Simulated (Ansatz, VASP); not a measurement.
One calculation of ZnSb3, two programs

```
Zn Sb
1.0
     4.67625    0.00000    0.00000
     0.00000    4.67625    0.00000
     0.00000    0.00000    4.67625
Zn Sb
1 3
Direct
  0.00000 0.00000 0.00000
  0.00000 0.50000 0.50000
  0.50000 0.00000 0.50000
  0.50000 0.50000 0.00000
```

Alike in both runs: functional PBE; k mesh 10 × 10 × 10; occupations gaussian, width 0.1 eV; no spin polarisation.

Ansatz relaxed the structure, and its values are those at the end. VASP's run is a single point on that final structure, the one shown.

|  | VASP | Ansatz |
| --- | --- | --- |
| version | VASP 6.6.1 | Ansatz 0.2.0 |
| potentials or method | VASP PAW PBE potentials, release 64 (Zn, Sb), cutoff 520 eV | scalar-relativistic, plane waves, PAW |
| valence electrons in the cell | 27 | 57 |

Ansatz gave:

* gap on the k mesh at the Fermi level (eV): none
* pressure (GPa): 0.0

Question: Which values does VASP return?

Answer: gap on the k mesh at the Fermi level (eV): none; pressure (GPa): -0.1.

A gap of «none» marks a metal or a gap that the smearing closes. VASP's potentials hold 27 valence electrons a cell and Ansatz's 57, so a difference there can come from the potentials and not from the codes.

Spin-orbit coupling is off throughout.
